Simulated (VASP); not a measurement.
# AlN (F-43m) in VASP: notebook

Runs on AlN. Level: PBEsol. Tasks: vibrations by perturbation theory, elastic constants.

Everything below comes from runs of VASP 6.6.1. Logs are shortened: lines on timing, memory, paths and dates and some standing lists are left out, and cuts for length are marked.

### Step 1. The cell of the first run

It takes space group F-43m (No. 216, cubic). Conventional cell: a = 4.407 Å, b = 4.407 Å, c = 4.407 Å, α = 90.00°, β = 90.00°, γ = 90.00°. Within 2.5 Å of Al (site symmetry -43m) lie 4 N at 1.91 Å. N (site symmetry -43m) has 4 Al at 1.91 Å within 2.5 Å.

### Step 2. Vibrations by perturbation theory, PBEsol (phonons at volume x 1.02)

Contents of INCAR:

```
  ALGO = Normal
  EDIFF = 1E-8
  ENCUT = 520
  GGA = PS
  IBRION = 8
  ISIF = 2
  ISMEAR = 0
  LASPH = True
  LCHARG = False
  LEPSILON = True
  LREAL = False
  LWAVE = False
  NBANDS = 11
  NELM = 80
  NSW = 1
  PREC = Accurate
  SIGMA = 0.01
```

Contents of KPOINTS:

```
k-points
0
Gamma
  10 10 10
```

Contents of POSCAR:

```
AlN
1.0
    0.0000000000      2.2033360563      2.2033360563
    2.2033360563      0.0000000000      2.2033360563
    2.2033360563      2.2033360563      0.0000000000
Al N
1 1
Direct
    0.0000000000      0.0000000000      0.0000000000
    0.7500000000      0.7500000000      0.7500000000
```

Potentials or basis: VASP PAW PBE potentials, release 64 (Al, N).

Run with:

```
$ cat potpaw_PBE.64/Al/POTCAR potpaw_PBE.64/N/POTCAR > POTCAR
$ mpirun -np 1 vasp_std > vasp.out
```

OUTCAR:

```text
EDIFF = 1E-8
   ENCUT = 520
   GGA = PS
   IBRION = 8
   ISIF = 2
   ISMEAR = 0
   LASPH = True
   LEPSILON = True
   LREAL = False
   NELM = 80
   NSW = 1
   PREC = Accurate

 ion  position               nearest neighbor table
   1  0.000  0.000  0.000-   2 1.91   2 1.91   2 1.91   2 1.91
   2  0.750  0.750  0.750-   1 1.91   1 1.91   1 1.91   1 1.91

  LATTYP: Found a face centered cubic cell.
 ALAT       =     4.4066721126

  Lattice vectors:

 A1 = (   0.0000000000,   2.2033360563,   2.2033360563)
 A2 = (   2.2033360563,   0.0000000000,   2.2033360563)
 A3 = (   2.2033360563,   2.2033360563,   0.0000000000)

Analysis of symmetry for initial positions (statically):
=====================================================================
 Subroutine PRICEL returns:
 Original cell was already a primitive cell.

 Routine SETGRP: Setting up the symmetry group for a
 face centered cubic supercell.

 Subroutine GETGRP returns: Found 24 space group operations
 (whereof 24 operations were pure point group operations)
 out of a pool of 48 trial point group operations.

The static configuration has the point symmetry T_d .

Analysis of symmetry for dynamics (positions and initial velocities):
=====================================================================
 Subroutine PRICEL returns:
 Original cell was already a primitive cell.

 Routine SETGRP: Setting up the symmetry group for a
 face centered cubic supercell.

 Subroutine GETGRP returns: Found 24 space group operations
 (whereof 24 operations were pure point group operations)
 out of a pool of 48 trial point group operations.

The dynamic configuration has the point symmetry T_d .

 Subroutine INISYM returns: Found 24 space group operations
 (whereof 24 operations are pure point group operations),
 and found     1 'primitive' translations

----------------------------------------------------------------------------------------

                                     Primitive cell

  volume of cell :      21.3930

  direct lattice vectors                    reciprocal lattice vectors
     0.000000000  2.203336056  2.203336056    -0.226928615  0.226928615  0.226928615
     2.203336056  0.000000000  2.203336056     0.226928615 -0.226928615  0.226928615
     2.203336056  2.203336056  0.000000000     0.226928615  0.226928615 -0.226928615

  length of vectors
     3.115987733  3.115987733  3.115987733     0.393051891  0.393051891  0.393051891

  position of ions in fractional coordinates (direct lattice)
     0.000000000  0.000000000  0.000000000
     0.750000000  0.750000000  0.750000000

  ion indices of the primitive-cell ions
   primitive index   ion index
                 1           1
                 2           2

----------------------------------------------------------------------------------------

 KPOINTS: k-points

Automatic generation of k-mesh.
 Grid dimensions read from file:
 generate k-points for:   10   10   10

 Generating k-lattice:

  Cartesian coordinates                     Fractional coordinates (reciprocal lattice)
    -0.022692862  0.022692862  0.022692862     0.100000000  0.000000000  0.000000000
     0.022692862 -0.022692862  0.022692862     0.000000000  0.100000000  0.000000000
     0.022692862  0.022692862 -0.022692862     0.000000000  0.000000000  0.100000000

  Length of vectors
     0.039305189  0.039305189  0.039305189

  Shift w.r.t. Gamma in fractional coordinates (k-lattice)
     0.000000000  0.000000000  0.000000000

 Subroutine IBZKPT returns following result:
 ===========================================

 Found     47 irreducible k-points:

 Following reciprocal coordinates:
            Coordinates               Weight
  0.000000  0.000000  0.000000      1.000000
  0.100000  0.000000  0.000000      8.000000
[... 440 lines left out ...]
      direct lattice vectors                 reciprocal lattice vectors
     0.000000000  2.203336056  2.203336056    -0.226928615  0.226928615  0.226928615
     2.203336056  0.000000000  2.203336056     0.226928615 -0.226928615  0.226928615
     2.203336056  2.203336056  0.000000000     0.226928615  0.226928615 -0.226928615

 POSITION                                       TOTAL-FORCE (eV/Angst)
 -----------------------------------------------------------------------------------
      0.00000      0.00000      0.00000        -0.000000     -0.000000     -0.000000
      3.30500      3.30500      3.30500         0.000000      0.000000      0.000000
 -----------------------------------------------------------------------------------
    total drift:                               -0.000000     -0.000000     -0.000000

  FREE ENERGIE OF THE ION-ELECTRON SYSTEM (eV)
  ---------------------------------------------------
  free  energy   TOTEN  =       -15.6064334842 eV

  energy  without entropy=      -15.6064334842  energy(sigma->0) =      -15.60643348

 HEAD OF MICROSCOPIC STATIC DIELECTRIC TENSOR (INDEPENDENT PARTICLE, excluding Hartree and local field effects)
 ------------------------------------------------------
           4.872636    -0.000000     0.000000
           0.000000     4.872636     0.000000
           0.000000     0.000000     4.872636
 ------------------------------------------------------

 Free energy of the ion-electron system (eV)
  ---------------------------------------------------
  ---------------------------------------------------
  free energy    TOTEN  =        -0.23621960 eV

  energy without entropy =       -0.23621960

------------------------ aborting loop because EDIFF is reached ----------------------------------------

--------------------------------------- Ionic step        2  -------------------------------------------

------------------------ aborting loop because EDIFF is reached ----------------------------------------

--------------------------------------- Ionic step        3  -------------------------------------------

------------------------ aborting loop because EDIFF is reached ----------------------------------------

 PIEZOELECTRIC TENSOR FIELD DIRECTION 3  (e Angst)
 -----------------------------------------------------------------------------
    -0.00044  0.83363  0.00000           ( -0.00000  0.00403  0.00000)
     0.83363 -0.00044  0.00000           (  0.00403 -0.00000  0.00000)
     0.00000  0.00000  0.00047           (  0.00000  0.00000 -0.00000)

 PIEZOELECTRIC TENSOR FIELD DIRECTION 3  (C/m^2)
 -----------------------------------------------------------------------------
    -0.00033  0.62432  0.00000
     0.62432 -0.00033  0.00000
     0.00000  0.00000  0.00035

--------------------------------------- Ionic step        4  -------------------------------------------

------------------------ aborting loop because EDIFF is reached ----------------------------------------

[... ionic steps 5 to 6 ...]

--------------------------------------- Ionic step        7  -------------------------------------------

 Free energy of the ion-electron system (eV)
  ---------------------------------------------------
  ---------------------------------------------------
  free energy    TOTEN  =        -0.23656514 eV

  energy without entropy =       -0.23656514

------------------------ aborting loop because EDIFF is reached ----------------------------------------

 INTERNAL STRAIN TENSOR  FOR ION    2  DIRECTION 1   (eV/Angst):
 -----------------------------------------------------------------------------
     0.00000  0.00000  0.00000
     0.00000  0.00032  7.94777
     0.00000  7.94777  0.00032

 MACROSCOPIC STATIC DIELECTRIC TENSOR (including local field effects in DFT)
 ------------------------------------------------------
           4.680222     0.000000    -0.000000
           0.000000     4.680222     0.000000
          -0.000000     0.000000     4.680222
 ------------------------------------------------------

 PIEZOELECTRIC TENSOR (including local field effects)  for field in x, y, z        (e  Angst)
          XX          YY          ZZ          XY          YZ          ZX
  --------------------------------------------------------------------------------
  x    -0.00000    -0.00000    -0.00000     0.00000     0.83337     0.00000
  y    -0.00000     0.00000    -0.00000     0.00000     0.00000     0.83337
  z     0.00000    -0.00000     0.00000     0.83337     0.00000     0.00000

 PIEZOELECTRIC TENSOR (including local field effects)  for field in x, y, z        (C/m^2)
          XX          YY          ZZ          XY          YZ          ZX
  --------------------------------------------------------------------------------
  x    -0.00000    -0.00000    -0.00000     0.00000     0.62413     0.00000
  y    -0.00000     0.00000    -0.00000     0.00000     0.00000     0.62413
  z     0.00000    -0.00000     0.00000     0.62413     0.00000     0.00000

 BORN EFFECTIVE CHARGES (including local field effects) (in |e|, cummulative output)
 ---------------------------------------------------------------------------------
 ion    1
    1     2.53664     0.00000     0.00000
    2    -0.00000     2.53664    -0.00000
    3     0.00000     0.00000     2.53664
 ion    2
    1    -2.53664     0.00000     0.00000
    2     0.00000    -2.53664     0.00000
    3     0.00000     0.00000    -2.53664

 INTERNAL STRAIN TENSOR FOR ION    2 for displacements in x,y,z  (eV/Angst):
          X           Y           Z          XY          YZ          ZX
  --------------------------------------------------------------------------------
  x    -0.00000     0.00000     0.00000     0.00000     7.94777     0.00000
  y     0.00000    -0.00000     0.00000     0.00000     0.00000     7.94777
  z     0.00000     0.00000    -0.00000     7.94777     0.00000     0.00000

 SECOND DERIVATIVES (NOT SYMMETRIZED)
 ------------------------------------
               1X          1Y          1Z          2X          2Y          2Z
  1X   -13.582507    0.000000    0.000000   13.582507    0.000000    0.000000
  1Y     0.000000  -13.582507    0.000000    0.000000   13.582507    0.000000
  1Z     0.000000    0.000000  -13.582507    0.000000    0.000000   13.582507
  2X    13.582752    0.000000    0.000000  -13.582752    0.000000    0.000000
  2Y     0.000000   13.582752    0.000000    0.000000  -13.582752    0.000000
  2Z     0.000000    0.000000   13.582752    0.000000    0.000000  -13.582752

 Eigenvectors and eigenvalues of the dynamical matrix
 ----------------------------------------------------

   1 f  =   18.977164 THz   119.237035 2PiTHz  633.010040 cm-1    78.483207 meV
             X         Y         Z           dx          dy          dz
      0.000000  0.000000  0.000000     0.000000   -0.584494   -0.000000
      3.305004  3.305004  3.305004    -0.000000    0.811398   -0.000000
[... 21 lines left out ...]
   6 f/i=    0.000081 THz     0.000510 2PiTHz    0.002706 cm-1     0.000336 meV
             X         Y         Z           dx          dy          dz
      0.000000  0.000000  0.000000     0.003171   -0.568314   -0.579116
      3.305004  3.305004  3.305004     0.002284   -0.409388   -0.417169

--------------------------------------------------------------------------------------------------------

 MACROSCOPIC STATIC DIELECTRIC TENSOR IONIC CONTRIBUTION
 ------------------------------------------------------
           4.007065     0.000000     0.000000
           0.000000     4.007065     0.000000
           0.000000     0.000000     4.007065
 ------------------------------------------------------

 ELASTIC MODULI CONTR FROM IONIC RELAXATION (kBar)
 Direction    XX          YY          ZZ          XY          YZ          ZX
 --------------------------------------------------------------------------------
 XX          -0.0000      0.0000      0.0000     -0.0000      0.0000     -0.0000
 YY           0.0000     -0.0000     -0.0000     -0.0000     -0.0000      0.0000
 ZZ           0.0000     -0.0000     -0.0000      0.0000     -0.0000     -0.0000
 XY          -0.0000     -0.0000      0.0000   -325.6513     -0.0000     -0.0000
 YZ           0.0000     -0.0000     -0.0000     -0.0000   -325.6513     -0.0000
 ZX          -0.0000      0.0000     -0.0000     -0.0000     -0.0000   -325.6513
 --------------------------------------------------------------------------------

 PIEZOELECTRIC TENSOR IONIC CONTR  for field in x, y, z        (C/m^2)
          XX          YY          ZZ          XY          YZ          ZX
  --------------------------------------------------------------------------------
  x     0.00000    -0.00000    -0.00000    -0.00000    -1.07488    -0.00000
  y    -0.00000     0.00000    -0.00000    -0.00000    -0.00000    -1.07488
  z    -0.00000    -0.00000     0.00000    -1.07488    -0.00000    -0.00000
```

It took 96 s on 1 thread of Intel Xeon Platinum 8559C (Emerald Rapids), shared host; peak memory 0.21 GiB.

Results:

```yaml
Electronic_dielectric_tensor_diagonal: 4.68
Born_charges_mean_of_the_diagonal: Al +2.54; N -2.54 e
Highest_phonon_frequency_at_Γ_LO-TO_splitting_left_out: 633 cm⁻¹
```

Phonon frequencies in cm⁻¹ (negative: imaginary):
```
              q point        frequencies
(0.000, 0.000, 0.000)  0 0 0 633 633 633
```

Electronic dielectric tensor:
```
4.68 0.00 0.00
0.00 4.68 0.00
0.00 0.00 4.68
```

Born effective charge tensors (e):
atom 1, Al
```
2.54 0.00 0.00
0.00 2.54 0.00
0.00 0.00 2.54
```
atom 2, N
```
-2.54  0.00  0.00
 0.00 -2.54  0.00
 0.00  0.00 -2.54
```

Caveat: the cell differs from its parent crystal (phonons at volume x 1.02); the cell wasn't relaxed at this level first, which shifts response properties; the PAW data sets were made with another functional, which shifts forces and pressure a little.

### Step 3. Elastic constants, PBEsol

This run uses another cell than the first one, of 9.16 Å³/atom, 0.857 times its volume.

Contents of INCAR:

```
ALGO = Normal
EDIFF = 1E-8
ENCUT = 600
GGA = PS
IBRION = 6
ISIF = 3
ISMEAR = 0
LASPH = T
LCHARG = F
LREAL = F
LWAVE = F
NELM = 60
NFREE = 2
NSW = 1
POTIM = 0.015
PREC = Accurate
SIGMA = 0.01
```

KPOINTS is that of step 2.

Contents of POSCAR:

```
AlN
1.0
    0.0000000000      2.0926605048      2.0926605048
    2.0926605048      0.0000000000      2.0926605048
    2.0926605048      2.0926605048      0.0000000000
Al N
1 1
Direct
    0.0000000000      0.0000000000      0.0000000000
    0.7500000000      0.7500000000      0.7500000000
```

Potentials or basis: VASP PAW PBE potentials, release 64 (Al, N).

Run with:

```
$ cat potpaw_PBE.64/Al/POTCAR potpaw_PBE.64/N/POTCAR > POTCAR
$ mpirun -np 1 vasp_std > vasp.out
```

OUTCAR:

```text
EDIFF = 1E-8
   ENCUT = 600
   GGA = PS
   IBRION = 6
   ISIF = 3
   ISMEAR = 0
   LASPH = T
   LREAL = F
   NELM = 60
   NFREE = 2
   NSW = 1
   POTIM = 0.015
   PREC = Accurate

 ion  position               nearest neighbor table
   1  0.000  0.000  0.000-   2 1.81   2 1.81   2 1.81   2 1.81
   2  0.750  0.750  0.750-   1 1.81   1 1.81   1 1.81   1 1.81

  LATTYP: Found a face centered cubic cell.
 ALAT       =     4.1853210096

  Lattice vectors:

 A1 = (   0.0000000000,   2.0926605048,   2.0926605048)
 A2 = (   2.0926605048,   0.0000000000,   2.0926605048)
 A3 = (   2.0926605048,   2.0926605048,   0.0000000000)

Analysis of symmetry for initial positions (statically):
=====================================================================
[... 686 lines left out ...]
  x     0.00000     0.00000     0.00000     0.00000   -17.46115     0.00000
  y     0.00000     0.00000     0.00000     0.00000     0.00000   -17.46115
  z     0.00000     0.00000     0.00000   -17.46115     0.00000     0.00000

 INTERNAL STRAIN TENSOR FOR ION    2 for displacements in x,y,z  (eV/Angst):
          X           Y           Z          XY          YZ          ZX
  --------------------------------------------------------------------------------
  x     0.00000    -0.00000    -0.00000     0.00000    17.45983     0.00000
  y     0.00000     0.00000     0.00000     0.00000     0.00000    17.45983
  z    -0.00000    -0.00000     0.00000    17.45983     0.00000     0.00000

 Eigenvectors and eigenvalues of the dynamical matrix
 ----------------------------------------------------

   1 f  =   23.608191 THz   148.334641 2PiTHz  787.484500 cm-1    97.635590 meV
             X         Y         Z           dx          dy          dz
      0.000000  0.000000  0.000000     0.000000    0.584473    0.000000
      3.138991  3.138991  3.138991     0.000000   -0.811413    0.000000
[... 21 lines left out ...]
   6 f/i=    0.000717 THz     0.004503 2PiTHz    0.023904 cm-1     0.002964 meV
             X         Y         Z           dx          dy          dz
      0.000000  0.000000  0.000000     0.000000    0.000000    0.811413
      3.138991  3.138991  3.138991     0.000000    0.000000    0.584473

--------------------------------------------------------------------------------------------------------

 ELASTIC MODULI CONTR FROM IONIC RELAXATION (kBar)
 Direction    XX          YY          ZZ          XY          YZ          ZX
 --------------------------------------------------------------------------------
 XX          -0.0000     -0.0000     -0.0000      0.0000     -0.0000     -0.0000
 YY          -0.0000     -0.0000     -0.0000      0.0000      0.0000     -0.0000
 ZZ          -0.0000     -0.0000     -0.0000      0.0000      0.0000     -0.0000
 XY           0.0000      0.0000      0.0000  -1267.8217     -0.0000     -0.0000
 YZ          -0.0000      0.0000      0.0000     -0.0000  -1267.8217      0.0000
 ZX          -0.0000     -0.0000     -0.0000      0.0000      0.0000  -1267.8217
 --------------------------------------------------------------------------------

 TOTAL ELASTIC MODULI (kBar)
 Direction    XX          YY          ZZ          XY          YZ          ZX
 --------------------------------------------------------------------------------
 XX        3647.7041   2603.9674   2603.9674     -0.0000      0.0000     -0.0000
 YY        2603.9674   3647.7041   2603.9674     -0.0000     -0.0000      0.0000
 ZZ        2603.9674   2603.9674   3647.7041      0.0000      0.0000      0.0000
 XY          -0.0000     -0.0000      0.0000   1973.9294     -0.0000     -0.0000
 YZ           0.0000     -0.0000      0.0000     -0.0000   1973.9294      0.0000
 ZX          -0.0000      0.0000      0.0000      0.0000      0.0000   1973.9294
 --------------------------------------------------------------------------------
```

stdout:

```text
POSCAR found type information on POSCAR AlN
 POSCAR found :  2 types and       2 ions
 scaLAPACK will be used
 -----------------------------------------------------------------------------
|                                                                             |
|                                                                             |
|     You enforced a specific xc type in the INCAR file but a different       |
|     I HOPE YOU KNOW WHAT YOU ARE DOING!                                     |
[... 32 lines left out ...]
 Finite differences progress:
 bond charge predicted
 Finite differences progress:
 bond charge predicted
 Finite differences progress:
 bond charge predicted
 Finite differences progress:
 bond charge predicted
 Finite differences progress:
 bond charge predicted
 Finite differences progress:
 bond charge predicted
 Finite differences progress:
```

It took 2.1 min on 1 thread of Intel Xeon Platinum 8559C (Emerald Rapids), shared host; peak memory 0.23 GiB.

What came out:

* Elastic constants C11, C12, C44: 365, 260, 197 GPa
* Voigt bulk modulus: 295 GPa
* Highest phonon frequency at Γ, LO-TO splitting left out: 787 cm⁻¹

Phonon frequencies in cm⁻¹ (negative: imaginary):
```tsv
q point	frequencies
(0.000, 0.000, 0.000)	0 0 0 787 787 787
```

Elastic tensor in Voigt notation (GPa, in the Cartesian axes of the cell as first typed):
```
365 260 260   0   0   0
260 365 260   0   0   0
260 260 365   0   0   0
  0   0   0 197   0   0
  0   0   0   0 197   0
  0   0   0   0   0 197
```

Clamped-ion elastic tensor (GPa):
```
365 260 260   0   0   0
260 365 260   0   0   0
260 260 365   0   0   0
  0   0   0 324   0   0
  0   0   0   0 324   0
  0   0   0   0   0 324
```

Caveat: the cell is under stress, which shifts elastic constants; the PAW data sets were made with another functional, which shifts forces and pressure a little.

[end of part 1 of 3]
